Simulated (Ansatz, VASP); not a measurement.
# AlAu4 in VASP and in Ansatz

```
Al Au
1.0
     2.42327   -1.70226   -0.00214
     2.44041    1.72651    0.00592
    -0.96155    0.02072   10.92190
Al Au
1 4
Direct
  0.99974 0.99728 0.00032
  0.59923 0.61970 0.82228
  0.19541 0.20340 0.60803
  0.81425 0.79781 0.39328
  0.39138 0.38180 0.17609
```

Change from the starting cell: all atoms moved at random, cell strained at random.

Alike in both runs: task single point; functional PBEsol; k mesh 12 × 12 × 4; occupations gaussian, width 0.1 eV; no spin polarisation.

```csv
,VASP,Ansatz
version,VASP 6.6.1,Ansatz 0.2.0
potentials or method,"VASP PAW PBE potentials, release 64 (Al, Au), cutoff 520 eV","scalar-relativistic, plane waves, PAW"
valence electrons in the cell,47,79
```

```tsv
	VASP	Ansatz	Ansatz less VASP
gap on the k mesh at the Fermi level (eV)	none	none	-
pressure (GPa)	-9.0	-8.8	+0.18
traceless stress, the component that is largest in VASP (GPa)	-0.96	-0.94	+0.021
rms of the force components (eV/Å)	0.078	0.080	+0.0013
```

VASP's potentials were made for PBE, not for PBEsol. Atom by atom the forces differ by 0.002 eV/Å (rms over components). A gap of «none» marks a metal or a gap that the smearing closes. The functional is the same, so the differences come from potentials, cutoffs and numerics. VASP's potentials hold 47 valence electrons a cell and Ansatz's 79, so a difference there can come from the potentials and not from the codes.

Spin-orbit coupling is off throughout.
